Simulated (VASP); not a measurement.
Set up this calculation in VASP 6.6.1, as the native input.

```
Task                   : single point
Functional             : PBEsol
Potentials or basis    : VASP PAW PBE potentials, release 64 (Ru_pv)
Cutoff                 : 520 eV
k mesh                 : 18 × 18 × 10
Occupations            : gaussian, width 0.15 eV
Spin                   : no spin polarisation
Dipole correction      : no
Further INCAR settings : ALGO = Normal; EDIFF = 1e-06; NBANDS = 21
```

The structure of Ru lies in POSCAR:

```
Ru
1.0
    2.6144000000      0.0000000000      0.0000000000
   -1.3072000000      2.2641368157      0.0000000000
    0.0000000000      0.0000000000      4.4565000000
Ru
2
Direct
    0.3333333333      0.6666666667      0.2500000000
    0.6666666667      0.3333333333      0.7500000000
```

One way to write it, as run:

INCAR

```
PREC = Accurate
ENCUT = 520
EDIFF = 1E-6
ISMEAR = 0
SIGMA = 0.15
LREAL = False
LASPH = True
NELM = 60
ALGO = Normal
ISIF = 2
LWAVE = False
LCHARG = True
GGA = PS
LELF = True
LVHAR = True
NBANDS = 21
```

KPOINTS

```
regular mesh
0
Gamma
  18 18 10
```

Potentials or basis: VASP PAW PBE potentials, release 64 (Ru_pv).

Command:

```console
$ cat potpaw_PBE.64/Ru_pv/POTCAR > POTCAR
$ mpirun -np 1 vasp_std > vasp.out
```

Results of the run:

The pressure is 4.8 GPa and the band gap on the k mesh is zero (band 14 reaches 14.95 eV, above the bottom of band 15 at 11.86 eV).

Caveat: the PAW data sets were made with another functional, which shifts forces and pressure a little.

Run time: 34 s on 1 thread of Intel(R) Xeon(R) 6975P-C (Granite Rapids) (shared host), peak memory 0.21 GiB.
